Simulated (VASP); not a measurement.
Set up this calculation in VASP 6.6.1, as the native input.

```
Task                   : single point
Functional             : r2SCAN
Potentials or basis    : VASP PAW PBE potentials, release 64 (Ti_sv, O)
Cutoff                 : 520 eV
k mesh                 : 13 × 13 × 7
Occupations            : methfessel-paxton, width 0.1 eV
Spin                   : no spin polarisation
Dipole correction      : no
Further INCAR settings : ALGO = Normal; EDIFF = 1e-06; NBANDS = 22
```

Ti2O:

```
Ti O
1.0
     2.93160    0.00000    0.00000
    -1.46580    2.53884    0.00000
     0.00000    0.00000    4.78471
Ti O
2 1
Direct
  0.66667 0.33333 0.26927
  0.33333 0.66667 0.73073
  0.00000 0.00000 0.00000
```

These files were run (other wordings do the same):

POSCAR

```
Ti2O
1.0
    2.9315980429      0.0000000000      0.0000000000
   -1.4657990214      2.5388383788      0.0000000000
    0.0000000000      0.0000000000      4.7847128799
Ti O
2 1
Direct
    0.6666666667      0.3333333333      0.2692656111
    0.3333333333      0.6666666667      0.7307343889
    0.0000000000      0.0000000000      0.0000000000
```

INCAR.step1

```
PREC     = Accurate       # precision mode
ENCUT    = 520            # plane-wave cutoff, eV
ISMEAR   = 1              # smearing method
SIGMA    = 0.1            # smearing width, eV
LREAL    = F              # projectors in reciprocal space
LASPH    = T              # aspherical terms in the spheres
NELM     = 100            # most SCF steps
NBANDS   = 22             # bands
GGA      = PE             # functional
ALGO     = Normal         # electronic algorithm
EDIFF    = 1E-4           # SCF threshold, eV
LWAVE    = T              # write WAVECAR
LCHARG   = F              # write CHGCAR
```

INCAR.step2

```
PREC     = Accurate       # precision mode
ENCUT    = 520            # plane-wave cutoff, eV
EDIFF    = 1E-6           # SCF threshold, eV
ISMEAR   = 1              # smearing method
SIGMA    = 0.1            # smearing width, eV
LREAL    = F              # projectors in reciprocal space
LASPH    = T              # aspherical terms in the spheres
NELM     = 100            # most SCF steps
ALGO     = Normal         # electronic algorithm
ISIF     = 2              # what is computed and relaxed
LWAVE    = F              # write WAVECAR
LCHARG   = F              # write CHGCAR
METAGGA  = R2SCAN         # meta-GGA
LMIXTAU  = T            
NBANDS   = 22             # bands
ISTART   = 1
```

KPOINTS

```
Automatic mesh
0
Gamma
  13 13 7
```

Potentials or basis: VASP PAW PBE potentials, release 64 (Ti_sv, O).

The run is started by

```console
$ cat potpaw_PBE.64/Ti_sv/POTCAR potpaw_PBE.64/O/POTCAR > POTCAR
$ cp INCAR.step1 INCAR
$ mpirun -np 1 vasp_std > vasp.out
$ cp INCAR.step2 INCAR
$ mpirun -np 1 vasp_std > vasp.out
```

It gave:

```
Pressure               : 5.0 GPa
Largest force          : 0.058 eV/Å
Band gap on the k mesh : zero (band 15 reaches 10.82 eV, above the bottom of band 16 at 9.89 eV)
```

Caveat: the PAW data sets were made with another functional, which shifts forces and pressure a little.

Run time: 120 s on 1 thread of Intel(R) Xeon(R) 6975P-C (Granite Rapids), on a shared host, peak memory 0.22 GiB.
